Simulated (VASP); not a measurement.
Here is a VASP 6.6.1 calculation.

Contents of INCAR:

```
PREC = Accurate
ENCUT = 520
EDIFF = 1E-6
ISMEAR = -1
SIGMA = 0.1
LREAL = False
LASPH = True
NELM = 80
ALGO = Normal
ISIF = 2
LWAVE = False
LCHARG = False
GGA = RE
NBANDS = 10
```

File KPOINTS:

```
Automatic mesh
0
Gamma
  9 9 9
```

POSCAR

```
Rb
1.0
    0.0000000000      3.5795874169      3.5795874169
    3.5795874169      0.0000000000      3.5795874169
    3.5795874169      3.5795874169      0.0000000000
Rb
1
Direct
    0.0000000000      0.0000000000      0.0000000000
```

Potentials or basis: VASP PAW PBE potentials, release 64 (Rb_sv).

Launch:

```sh
$ cat potpaw_PBE.64/Rb_sv/POTCAR > POTCAR
$ mpirun -np 1 vasp_std > vasp.out
```

Problem. Estimate the band gap on the k mesh.

Solution. Zero (an odd number of electrons rules out a gap without spin polarisation).

Problem. What does it give for the pressure?

Solution. 0.2 GPa.

Caveat: the PAW data sets were made with another functional, which shifts forces and pressure a little.
